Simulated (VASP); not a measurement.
AlNi3, 4 atoms in the cell. Symmetry: Pm-3m, No. 221, cubic system. The conventional cell has a = 3.523 Å, b = 3.523 Å, c = 3.523 Å, α = 90.00°, β = 90.00°, γ = 90.00°. Within 3.3 Å of Al (site symmetry m-3m) lie 12 Ni at 2.49 Å. Within 3.3 Å of Ni (site symmetry 4/mmm) lie 4 Al at 2.49 Å and 8 Ni at 2.49 Å. 

```yaml
Program: VASP 6.6.1
Task: single point
Functional: PBE
Dispersion: D3(BJ)
Potentials_or_basis: VASP PAW PBE potentials, release 64 (Al, Ni_sv_GW)
Cutoff: 590 eV
k_mesh: 2 × 2 × 2
Occupations: gaussian, width 0.1 eV
Spin: no spin polarisation
Dipole_correction: no
Second_run: valence_matched
Further_INCAR_settings: ALGO = Normal; EDIFF = 1e-06; NBANDS = 36
```

Potentials or basis: VASP PAW PBE potentials, release 64 (Al, Ni_sv_GW).

Run with:

```sh
$ cat potpaw_PBE.64/Al/POTCAR potpaw_PBE.64/Ni_sv_GW/POTCAR > POTCAR
$ mpirun -np 1 vasp_std > vasp.out
```

Hardware: 1 thread of Intel(R) Xeon(R) 6975P-C (Granite Rapids), on a shared host.

Q: Estimate the wall time of this run.

A: Run time: 14 s on 1 thread of Intel(R) Xeon(R) 6975P-C (Granite Rapids), with other jobs on the host, peak memory 0.17 GiB. Counts: scf iterations 14, k points 4.
